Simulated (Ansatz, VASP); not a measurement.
**Two plane-wave programs on K2BO3**

```xyz
6
Lattice="6.0765 0.0000 0.0000 -3.0383 5.2624 0.0000 0.0000 0.0000 3.9870" Properties=species:S:1:pos:R:3 pbc="T T T"
K     0.0000    3.5083    0.0000
K     3.0383    1.7541    0.0000
B     0.0000    0.0000    0.0000
O     3.0383    0.0000    1.9935
O     1.5191    2.6312    1.9935
O    -1.5191    2.6312    1.9935
```

Change from the starting cell: species swapped into the GdB2Ru3 type (P6/mmm, No. 191).

Alike in both runs: functional PBE; k mesh 3 × 3 × 6; occupations gaussian, width 0.1 eV; collinear spin.

Ansatz relaxed the structure, and its values are those at the end. VASP's run is a single point on that final structure, the one shown.

```csv
,VASP,Ansatz
version,VASP 6.6.1,Ansatz 0.2.0
potentials or method,"VASP PAW PBE potentials, release 64 (K_sv, B, O), cutoff 520 eV","scalar-relativistic, plane waves, PAW"
valence electrons in the cell,39,39
```

VASP gave:

| Quantity | Value |
| --- | --- |
| gap on the k mesh at the Fermi level (eV) | none |
| pressure (GPa) | 0.1 |
| net moment per atom (μB) | 0.50 |
| size of the moment on the site where the two differ most (μB) | 0.23 |

Q: What did Ansatz give for the same quantities?

A: gap on the k mesh at the Fermi level (eV): none; pressure (GPa): 0.0; net moment per atom (μB): 0.50; size of the moment on the site where the two differ most (μB): 0.45.

Site moments also hang on the region over which each program counts them. A gap of «none» marks a metal or a gap that the smearing closes. The functional is the same, so the differences come from potentials, cutoffs and numerics.

The k mesh is coarse, so the values compare programs but aren't converged.
